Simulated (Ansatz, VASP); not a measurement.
**BaTe: VASP beside Ansatz**

File INCAR:

```
  ALGO = Normal
  EDIFF = 1E-6
  ENCUT = 520
  GGA = CA
  ISIF = 2
  ISMEAR = -1
  LASPH = T
  LCHARG = F
  LREAL = F
  LWAVE = F
  NBANDS = 15
  NELM = 80
  PREC = Accurate
  SIGMA = 0.05
```

The input KPOINTS:

```
k-points
0
Gamma
  7 7 7
```

POSCAR

```
BaTe
1.0
    0.0000000000      3.4325834396      3.4325834396
    3.4325834396      0.0000000000      3.4325834396
    3.4325834396      3.4325834396      0.0000000000
Ba Te
1 1
Direct
    0.0000000000      0.0000000000      0.0000000000
    0.5000000000      0.5000000000      0.5000000000
```

File input.yaml:

```yaml
crystal:
  lattice:
    - [0.0, 3.4325834396, 3.4325834396]
    - [3.4325834396, 0.0, 3.4325834396]
    - [3.4325834396, 3.4325834396, 0.0]
  atoms:
    - { symbol: Ba, position: [0.0, 0.0, 0.0] }
    - { symbol: Te, position: [0.5, 0.5, 0.5] }
kpoints:
  mp_grid: { grid: [7, 7, 7] }
scf:
  occupations: { method: fermi_dirac, width: 0.05 }
hamiltonian:
  xc: lda
  pseudopotentials: { kind: all_electron, lapw: { basis_error: 0.001 } }
output:
  forces: true
  stress: true
  eigenvalues: true
```

Change from the starting cell: volume scaled by 1.02.

Alike in both runs: task single point; functional LDA; k mesh 7 × 7 × 7; occupations fermi-dirac, width 0.05 eV; no spin polarisation.

|  | VASP | Ansatz |
| --- | --- | --- |
| version | VASP 6.6.1 | Ansatz 0.2.0 |
| potentials or method | VASP PAW LDA potentials, release 64 (Ba_sv, Te), cutoff 520 eV | all-electron LAPW, scalar-relativistic |

Ansatz gave:

* gap on the k mesh at the Fermi level (eV): 1.41
* least direct gap on the mesh (eV): 1.76
* pressure (GPa): 0.0

Problem. Estimate VASP's values.

Solution. gap on the k mesh at the Fermi level (eV): 1.31; least direct gap on the mesh (eV): 1.69; pressure (GPa): 0.5.

LDA's correlation is that of Perdew and Zunger in VASP and of Perdew and Wang (1992) in Ansatz. Ansatz ran all-electron here, and VASP with PAW potentials.

Spin-orbit coupling is off throughout.
